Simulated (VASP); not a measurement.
# TiO2 in VASP: notebook

TiO2 is run at these levels: LDA; tasks: single point.

Program: VASP 6.6.1. These are calculated values, not measurements. Logs are shortened: lines on timing, memory, paths and dates and some standing lists are left out, and cuts for length are marked.

### Step 1. The cell of the first run

The structure is tetragonal, space group I4_1/amd (No. 141). The conventional cell has a = 3.785 Å, b = 3.785 Å, c = 9.609 Å, α = 90.00°, β = 90.00°, γ = 90.00°. Within 2.6 Å of Ti (site symmetry -4m2) lie 6 O at 1.94 to 1.99 Å. O (site symmetry 2mm) has 3 Ti at 1.94 to 1.99 Å and 2 O at 2.46 Å within 2.6 Å.

### Step 2. Single point, LDA (zz strain of +1 %)

Contents of INCAR:

```
ALGO     = Normal         # electronic algorithm
EDIFF    = 1E-6           # SCF threshold, eV
ENCUT    = 520            # plane-wave cutoff, eV
ISIF     = 2              # what is computed and relaxed
ISMEAR   = -1             # smearing method
LASPH    = T              # aspherical terms in the spheres
LCHARG   = T              # write CHGCAR
LELF     = T              # ELF
LREAL    = F              # projectors in reciprocal space
LVHAR    = T            
LWAVE    = F              # write WAVECAR
NBANDS   = 33             # bands
NELM     = 100            # most SCF steps
PREC     = Accurate       # precision mode
SIGMA    = 0.08           # smearing width, eV
```

Contents of KPOINTS:

```
k-points
0
Gamma
  13 13 13
```

Contents of POSCAR:

```
TiO2
1.0
   -1.8925000000      1.8925000000      4.8045700000
    1.8925000000     -1.8925000000      4.8045700000
    1.8925000000      1.8925000000     -4.8045700000
Ti O
2 4
Direct
    0.0000000000      0.0000000000      0.0000000000
    0.7500000000      0.2500000000      0.5000000000
    0.2066000000      0.2066000000      0.0000000000
    0.9566000000      0.4566000000      0.5000000000
    0.5434000000      0.0434000000      0.5000000000
    0.7934000000      0.7934000000      0.0000000000
```

Potentials or basis: VASP PAW LDA potentials, release 64 (Ti_sv, O).

Run with:

```sh
$ cat potpaw_LDA.64/Ti_sv/POTCAR potpaw_LDA.64/O/POTCAR > POTCAR
$ mpirun -np 1 vasp_std > vasp.out
```

OUTCAR:

```text
EDIFF = 1E-6
   ENCUT = 520
   ISIF = 2
   ISMEAR = -1
   LASPH = T
   LREAL = F
   NELM = 100
   PREC = Accurate

 ion  position               nearest neighbor table
   1  0.000  0.000  0.000-   5 1.94   4 1.94   5 1.94   4 1.94   3 1.99   6 1.99
   2  0.750  0.250  0.500-   6 1.94   3 1.94   6 1.94   3 1.94   4 1.99   5 1.99
   3  0.207  0.207  0.000-   2 1.94   2 1.94   1 1.99
   4  0.957  0.457  0.500-   1 1.94   1 1.94   2 1.99
   5  0.543  0.043  0.500-   1 1.94   1 1.94   2 1.99
   6  0.793  0.793  0.000-   2 1.94   2 1.94   1 1.99

  LATTYP: Found a body centered tetragonal cell.
 ALAT       =     3.7850000000
 C/A-ratio  =     2.5387424042

  Lattice vectors:

 A1 = (  -1.8925000000,   1.8925000000,   4.8045700000)
 A2 = (   1.8925000000,  -1.8925000000,   4.8045700000)
 A3 = (   1.8925000000,   1.8925000000,  -4.8045700000)

Analysis of symmetry for initial positions (statically):
=====================================================================
 Subroutine PRICEL returns:
 Original cell was already a primitive cell.

 Routine SETGRP: Setting up the symmetry group for a
 body centered tetragonal supercell.

 Subroutine GETGRP returns: Found 16 space group operations
 (whereof  8 operations were pure point group operations)
 out of a pool of 16 trial point group operations.

The static configuration has the point symmetry D_2d.
 The point group associated with its full space group is D_4h.

Analysis of symmetry for dynamics (positions and initial velocities):
=====================================================================
 Subroutine PRICEL returns:
 Original cell was already a primitive cell.

 Routine SETGRP: Setting up the symmetry group for a
 body centered tetragonal supercell.

 Subroutine GETGRP returns: Found 16 space group operations
 (whereof  8 operations were pure point group operations)
 out of a pool of 16 trial point group operations.

The dynamic configuration has the point symmetry D_2d.
 The point group associated with its full space group is D_4h.

 Subroutine INISYM returns: Found 16 space group operations
 (whereof  8 operations are pure point group operations),
 and found     1 'primitive' translations

----------------------------------------------------------------------------------------

                                     Primitive cell

  volume of cell :      68.8314

  direct lattice vectors                    reciprocal lattice vectors
    -1.892500000  1.892500000  4.804570000     0.000000000  0.264200793  0.104067586
     1.892500000 -1.892500000  4.804570000     0.264200793  0.000000000  0.104067586
     1.892500000  1.892500000 -4.804570000     0.264200793  0.264200793  0.000000000

  length of vectors
     5.499727756  5.499727756  5.499727756     0.283957957  0.283957957  0.373636344

  position of ions in fractional coordinates (direct lattice)
     0.000000000  0.000000000  0.000000000
     0.750000000  0.250000000  0.500000000
     0.206600000  0.206600000  0.000000000
     0.956600000  0.456600000  0.500000000
     0.543400000  0.043400000  0.500000000
     0.793400000  0.793400000  0.000000000

  ion indices of the primitive-cell ions
   primitive index   ion index
                 1           1
                 2           2
                 3           3
                 4           4
                 5           5
                 6           6

----------------------------------------------------------------------------------------

 KPOINTS: k-points

Automatic generation of k-mesh.
 Grid dimensions read from file:
 generate k-points for:   13   13   13

 Generating k-lattice:

  Cartesian coordinates                     Fractional coordinates (reciprocal lattice)
     0.000000000  0.020323138  0.008005199     0.076923077 -0.000000000  0.000000000
     0.020323138  0.000000000  0.008005199    -0.000000000  0.076923077  0.000000000
     0.020323138  0.020323138  0.000000000     0.000000000  0.000000000  0.076923077

  Length of vectors
     0.021842920  0.021842920  0.028741257

  Shift w.r.t. Gamma in fractional coordinates (k-lattice)
     0.000000000  0.000000000  0.000000000

 Subroutine IBZKPT returns following result:
 ===========================================

 Found    196 irreducible k-points:

 Following reciprocal coordinates:
            Coordinates               Weight
  0.000000  0.000000  0.000000      1.000000
  0.076923  0.000000 -0.000000      8.000000
  0.153846  0.000000  0.000000      8.000000
  0.230769  0.000000  0.000000      8.000000
  0.307692  0.000000  0.000000      8.000000
  0.384615  0.000000 -0.000000      8.000000
[... 16 lines left out ...]
  0.384615  0.153846  0.000000     16.000000
  0.461538  0.153846  0.000000     16.000000
 [... further k-points ...]
   k-points           NKPTS =    196   k-points in BZ     NKDIM =    196   number of bands    NBANDS=     33
   number of dos      NEDOS =    301   number of ions     NIONS =      6
   total plane-waves  NPLWV =  74088
   dimension x,y,z NGX =    42 NGY =   42 NGZ =   42
   dimension x,y,z NGXF=    84 NGYF=   84 NGZF=   84
   ions per type =               2   4
   NGX,Y,Z   is equivalent  to a cutoff of  12.70, 12.70, 12.70 a.u.
   NGXF,Y,Z  is equivalent  to a cutoff of  25.39, 25.39, 25.39 a.u.
 SYSTEM =  unknown system
   PREC   = accura    normal or accurate (medium, high low for compatibility)
   ISTART =      0    job   : 0-new  1-cont  2-samecut
   ICHARG =      2    charge: 1-file 2-atom 10-const
   ISPIN  =      1    spin polarized calculation?
   LNONCOLLINEAR =      F non collinear calculations
   LSORBIT =      F    spin-orbit coupling
   LASPH  =      T    aspherical Exc in radial PAW
   ENCUT  =  520.0 eV  38.22 Ry    6.18 a.u.  10.23 10.23 10.23*2*pi/ulx,y,z
   NELM   =    100;   NELMIN=  2; NELMDL= -5     # of ELM steps
   EDIFF  = 0.1E-05   stopping-criterion for ELM
   LREAL  =      F    real-space projection
   EDIFFG = 0.1E-04   stopping-criterion for IOM
   NSW    =      0    number of steps for IOM
   IBRION =     -1    ionic relax: 0-MD 1-quasi-New 2-CG
   NFREE  =      0    steps in history (QN), initial steepest desc. (CG)
   ISIF   =      2    stress and relaxation
   ISYM   =      2    0-nonsym 1-usesym 2-fastsym
   POTIM  = 0.5000    time-step for ionic-motion
   TEBEG  =    0.0;   TEEND  =   0.0 temperature during run
   PSTRESS=    0.0 pullay stress
   NELECT =      48.0000    total number of electrons
   NUPDOWN=      -1.0000    fix difference up-down
   EMIN   =  10.00;   EMAX   =-10.00  energy-range for DOS
   EFERMI =   0.00;   METHOD = LEGACY
   ISMEAR =    -1;   SIGMA  =   0.08  broadening in eV -4-tet -1-fermi 0-gaus
   EFERMI_NEDOS =   21; number of points for ismear=-14 and -15
   IALGO  =     38    algorithm
   IMIX   =      4    mixing-type and parameters
     AMIX     =   0.40;   BMIX     =  1.00
     AMIX_MAG =   1.60;   BMIX_MAG =  1.00
  volume/ion in A,a.u.               =      11.47        77.42
  Fermi-wavevector in a.u.,A,eV,Ry     =   1.451754  2.743418 28.675514  2.107591
  Thomas-Fermi vector in A             =   2.569215
   LORBIT       =      0    0 simple, 1 ext, 2 COOP (PROOUT), +10 PAW based schemes
   GGA     = CA    functional components
   LHFCALC =     F    Hartree Fock is set to
   AEXX    =    0.0000 exact exchange contribution
   IVDW    =     0    specifies the selected vdW correction
   LEPSILON=     F    determine dielectric tensor
   LRPA    =     F    only Hartree local field effects (RPA)
 non-spin polarized calculation
  energy-cutoff  :      520.00
  volume of cell :       68.83
 maximum number of plane-waves:      1873
 NGX is ok and might be reduce to    42
   NGX = 21   NGY = 21   NGZ = 21

 number of electron      47.9999997 magnetization

 Free energy of the ion-electron system (eV)
  ---------------------------------------------------
  ext. energy  EPLUGINS =         0.00000000
  ---------------------------------------------------
  free energy    TOTEN  =       -58.78866759 eV

  energy without entropy =      -58.78866734  energy(sigma->0) =      -58.78866747

 E-fermi :   4.0979     XC(G=0): -11.2851

 val. band max:        2.9746698903   @ k =  -0.4615   0.4615   0.0000
 cond. band min:       5.0095341881   @ k =   0.0000   0.0000   0.0000
 fundamental gap:      2.0348642978
 Fermi energy:         4.0979158433

 k-point     1 :       0.0000    0.0000    0.0000
  band No.  band energies     occupation
      1     -52.6820      2.00000
      2     -52.6212      2.00000
      3     -29.5525      2.00000
      4     -29.3050      2.00000
      5     -29.3050      2.00000
      6     -29.2343      2.00000
[... 25 lines left out ...]
     32       8.2613      0.00000
     33       8.3280      0.00000

 k-point     2 :       0.0769    0.0000   -0.0000
  band No.  band energies     occupation
      1     -52.6812      2.00000
      2     -52.6218      2.00000
      3     -29.5507      2.00000
      4     -29.3129      2.00000
      5     -29.3056      2.00000
      6     -29.2376      2.00000
[... 25 lines left out ...]
     32       8.3036      0.00000
     33       8.5037      0.00000

 k-point     3 :       0.1538    0.0000    0.0000
  band No.  band energies     occupation
      1     -52.6789      2.00000
      2     -52.6233      2.00000
      3     -29.5456      2.00000
      4     -29.3341      2.00000
      5     -29.3071      2.00000
      6     -29.2462      2.00000
[... 25 lines left out ...]
     32       8.5588      0.00000
     33       8.8351      0.00000

 k-point     4 :       0.2308    0.0000    0.0000
  band No.  band energies     occupation
      1     -52.6755      2.00000
      2     -52.6257      2.00000
      3     -29.5385      2.00000
      4     -29.3630      2.00000
      5     -29.3090      2.00000
      6     -29.2570      2.00000
[... 673 lines left out ...]
     32       9.3430      0.00000
     33       9.5771      0.00000

 k-point    23 :       0.3846    0.1538    0.0000
  band No.  band energies     occupation
      1     -52.6629      2.00000
      2     -52.6352      2.00000
      3     -29.5121      2.00000
      4     -29.4326      2.00000
      5     -29.3325      2.00000
      6     -29.2841      2.00000
[... 25 lines left out ...]
     32       9.3978      0.00000
     33       9.6500      0.00000

 k-point    24 :       0.4615    0.1538    0.0000
  band No.  band energies     occupation
      1     -52.6617      2.00000
      2     -52.6359      2.00000
      3     -29.5162      2.00000
      4     -29.4420      2.00000
      5     -29.3320      2.00000
      6     -29.2896      2.00000
[... 25 lines left out ...]
     32       9.4719      0.00000
     33       9.6742      0.00000

 [... further k-points ...]

------------------------ aborting loop because EDIFF is reached ----------------------------------------

  FORCE on cell =-STRESS in cart. coord.  units (eV):
  Direction    XX          YY          ZZ          XY          YZ          ZX
  --------------------------------------------------------------------------------------
  -------------------------------------------------------------------------------------
  Total       -3.1441005     -3.1441005     -2.7549224      0.0000000      0.0000000      0.0000000
  in kB      -73.1847695    -73.1847695    -64.1259272      0.0000000      0.0000000      0.0000000
  external PRESSURE =     -70.1651554 kB  Pullay stress =       0.0000000 kB

 VOLUME and BASIS-vectors are now :
 -----------------------------------------------------------------------------
  energy-cutoff  :      520.00
  volume of cell :       68.83
      direct lattice vectors                 reciprocal lattice vectors
    -1.892500000  1.892500000  4.804570000     0.000000000  0.264200793  0.104067586
     1.892500000 -1.892500000  4.804570000     0.264200793  0.000000000  0.104067586
     1.892500000  1.892500000 -4.804570000     0.264200793  0.264200793  0.000000000

 POSITION                                       TOTAL-FORCE (eV/Angst)
 -----------------------------------------------------------------------------------
      0.00000      0.00000      0.00000        -0.000000     -0.000000      0.000000
      0.00000      1.89250      2.40229        -0.000000     -0.000000      0.000000
      0.00000      0.00000      1.98525        -0.000000     -0.000000     -0.046103
      0.00000      1.89250      4.38753         0.000000      0.000000     -0.046103
      0.00000      1.89250      0.41704         0.000000      0.000000      0.046103
      0.00000      0.00000      7.62389         0.000000      0.000000      0.046103
 -----------------------------------------------------------------------------------
    total drift:                                0.000000     -0.000000     -0.000000

  FREE ENERGIE OF THE ION-ELECTRON SYSTEM (eV)
  ---------------------------------------------------
  free  energy   TOTEN  =       -58.7886675894 eV

  energy  without entropy=      -58.7886673414  energy(sigma->0) =      -58.78866747
```

Wall time 5.7 min (1 thread of Intel Xeon 6975P-C (Granite Rapids), shared host); peak memory 0.46 GiB.

Results:

```yaml
Free_energy: -58.7887 eV
Pressure: -7.0 GPa
Largest_force: 0.046 eV/Å
Band_gap_on_the_k_mesh: 2.03 eV (least direct gap 2.34 eV)
```

Forces in eV/Å, atoms in the order of the input:
```
Ti   0.000  0.000  0.000
Ti   0.000  0.000  0.000
O    0.000  0.000 -0.046
O    0.000  0.000 -0.046
O    0.000  0.000  0.046
O    0.000  0.000  0.046
```

Levels at points of the mesh, in eV from the valence-band top:
```csv
k point,band 21,band 22,band 23,band 24,band 25,band 26,band 27,band 28
"(0.00, 0.00, 0.00)",-0.77,-0.77,-0.44,-0.44,2.03,2.77,3.98,3.98
```

Caveat: the cell differs from its parent crystal (zz strain of +1 %); the cell stands under tension. A k mesh can miss the band edges.

### Step 3. Single point, LDA (equal xy, yz and zx shear strains of -1 %)

Contents of INCAR:

```
ALGO = Normal
EDIFF = 1E-6
ENCUT = 520
ISIF = 2
ISMEAR = -1
KPAR = 4
LASPH = True
LCHARG = False
LREAL = False
LWAVE = False
NBANDS = 33
NELM = 60
PREC = Accurate
SIGMA = 0.08
```

KPOINTS is that of step 2.

Edit POSCAR of step 2 so:

```diff
@@ -2,5 +2,5 @@
 1.0
-   -1.8925000000      1.8925000000      4.8045700000
-    1.8925000000     -1.8925000000      4.8045700000
-    1.8925000000      1.8925000000     -4.8045700000
+   -1.9257475000      1.8781775000      4.7570000000
+    1.8781775000     -1.9257475000      4.7570000000
+    1.9068225000      1.9068225000     -4.7759250000
 Ti O
```

Potentials or basis: VASP PAW LDA potentials, release 64 (Ti_sv, O).

Run with:

```sh
$ cat potpaw_LDA.64/Ti_sv/POTCAR potpaw_LDA.64/O/POTCAR > POTCAR
$ mpirun -np 4 vasp_std > vasp.out
```

Run time: 16 min. Hardware: 4 MPI ranks of Oxide Virtual Turin-like, shared host; peak memory 0.99 GiB.

The run converged. Its results:

```yaml
Free_energy: -58.8011 eV
Pressure: -4.8 GPa
Largest_force: 0.163 eV/Å
Band_gap_on_the_k_mesh: 2.04 eV (least direct gap 2.33 eV)
```

Forces in eV/Å, atoms in the order of the input:
```
Ti   0.031 -0.031  0.000
Ti  -0.031  0.031  0.000
O   -0.016  0.083  0.139
O    0.083 -0.016  0.139
O    0.016 -0.083 -0.139
O   -0.083  0.016 -0.139
```

Stress tensor (GPa, compression positive):
```
-5.96  0.60  1.01
 0.60 -5.96  1.01
 1.01  1.01 -2.40
```

Levels at points of the mesh, in eV from the valence-band top:
| k point | band 20 | band 21 | band 22 | band 23 | band 24 | band 25 | band 26 | band 27 | band 28 | band 29 |
| --- | --- | --- | --- | --- | --- | --- | --- | --- | --- | --- |
| (0.00, 0.00, 0.00) | -0.77 | -0.73 | -0.68 | -0.48 | -0.40 | 2.04 | 2.82 | 4.02 | 4.03 | 4.04 |

Caveat: the cell differs from its parent crystal (equal xy, yz and zx shear strains of -1 %); the cell stands under tension. A k mesh can miss the band edges.
